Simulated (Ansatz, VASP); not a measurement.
# Two plane-wave programs on TaN

```
Ta N
1.0
     5.19600    0.00000    0.00000
    -2.59800    4.49987    0.00000
     0.00000    0.00000    2.91100
Ta N
3 3
Direct
  0.33333 0.66667 0.50000
  0.66667 0.33333 0.50000
  0.00000 0.00000 0.00000
  0.39285 0.00000 0.00000
  0.60715 0.60715 0.00000
  0.00000 0.39285 0.00000
```

Alike in both runs: task single point; functional PBE; k mesh 4 × 4 × 6; occupations gaussian, width 0.05 eV; collinear spin; Hubbard terms Ta d U = 6.0 eV.

```csv
,VASP,Ansatz
version,VASP 6.6.1,Ansatz 0.2.0
potentials or method,"VASP PAW PBE potentials, release 64 (Ta_pv, N), cutoff 520 eV","scalar-relativistic, plane waves, PAW"
valence electrons in the cell,48,54
```

|  | VASP | Ansatz | Ansatz less VASP |
| --- | --- | --- | --- |
| gap on the k mesh at the Fermi level (eV) | none | none | - |
| pressure (GPa) | 24.6 | 11.1 | -13.54 |
| traceless stress, the component that is largest in VASP (GPa) | 2.38 | 0.65 | -1.724 |
| rms of the force components (eV/Å) | 0.170 | 0.012 | -0.1580 |
| net moment per atom (μB) | 0.00 | 0.01 | +0.011 |

The programs project onto different local orbitals, so the same U acts differently, and such runs can settle in different states. Atom by atom the forces differ by 0.181 eV/Å (rms over components). A gap of «none» marks a metal or a gap that the smearing closes. VASP's potentials hold 48 valence electrons a cell and Ansatz's 54, so a difference there can come from the potentials and not from the codes. Ansatz's warnings: filled band counts differ across k points, seeded moment not kept, specified occupation not kept, symmetry narrowed by occupation matrices.

Spin-orbit coupling is off throughout.
